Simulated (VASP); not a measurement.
A run of VASP 6.6.1 is set up as follows.

The input INCAR:

```
ALGO     = Normal         # electronic algorithm
EDIFF    = 1E-6           # SCF threshold, eV
ENCUT    = 520            # plane-wave cutoff, eV
GGA      = PE             # functional
ISIF     = 2              # what is computed and relaxed
ISMEAR   = -1             # smearing method
LASPH    = T              # aspherical terms in the spheres
LCHARG   = F              # write CHGCAR
LREAL    = F              # projectors in reciprocal space
LWAVE    = F              # write WAVECAR
NBANDS   = 16             # bands
NELM     = 100            # most SCF steps
PREC     = Accurate       # precision mode
SIGMA    = 0.06122561905347299 # smearing width, eV
```

KPOINTS

```
k-points
0
Gamma
  23 23 23
```

The input POSCAR:

```
MnO
1.0
    0.0000000000      2.0386942538      2.0386942538
    2.0386942538      0.0000000000      2.0386942538
    2.0386942538      2.0386942538      0.0000000000
Mn O
1 1
Direct
    0.0000000000      0.0000000000      0.0000000000
    0.5000000000      0.5000000000      0.5000000000
```

Potentials or basis: VASP PAW PBE potentials, release 64 (Mn_pv, O).

Run with:

```bash
$ cat potpaw_PBE.64/Mn_pv/POTCAR potpaw_PBE.64/O/POTCAR > POTCAR
$ mpirun -np 1 vasp_std > vasp.out
```

(1) Estimate the pressure.

(2) Estimate the band gap on the k mesh.

## Answers

(1) 6.2 GPa.

(2) zero (an odd number of electrons rules out a gap without spin polarisation).

Caveat: the cell stands under pressure; an odd number of electrons without spin polarisation forces a metal; a magnetic or distorted state may lie lower; the run has no spin polarisation, though such a crystal can be magnetic; semilocal functionals often make such compounds metallic where correlation or magnetic order opens a gap, which also shifts bond lengths.
